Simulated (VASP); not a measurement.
A run of VASP 6.6.1:

File INCAR:

```
SYSTEM = Mg
  PREC = Accurate
  ENCUT = 600
  EDIFF = 1E-6
  ISMEAR = 0
  SIGMA = 0.1
  LREAL = .False.
  LASPH = .True.
  NELM = 100
  ALGO = Fast
  ISIF = 3
  LWAVE = .False.
  LCHARG = .False.
  GGA = PE
  IBRION = 2
  NSW = 90
  EDIFFG = -0.025
```

KPOINTS

```
regular mesh
0
Gamma
  12 12 12
  0 0 0
```

Contents of POSCAR:

```
Mg
1.0
   -2.2244813400      2.2244813400      4.2379768352
    2.2244813400     -2.2244813400      4.2379768352
    2.2244813400      2.2244813400     -4.2379768352
Mg
3
Direct
    0.5000000000      0.5000000000      0.0000000000
    0.2500000000      0.7500000000      0.5000000000
    0.7500000000      0.2500000000      0.5000000000
```

Potentials or basis: VASP PAW PBE potentials, release 64 (Mg).

The run is started by

```bash
$ cat potpaw_PBE.64/Mg/POTCAR > POTCAR
$ mpirun -np 1 vasp_std > vasp.out
```

Hardware: 1 thread of Intel(R) Xeon(R) Platinum 8559C (Emerald Rapids) (shared host).

Task: How long does it take, and how much memory?

Result: Run time: 2.5 min on 1 thread of Intel(R) Xeon(R) Platinum 8559C (Emerald Rapids), with other jobs on the host, peak memory 0.35 GiB. Counts: scf iterations 26, k points 163, ion steps 4.
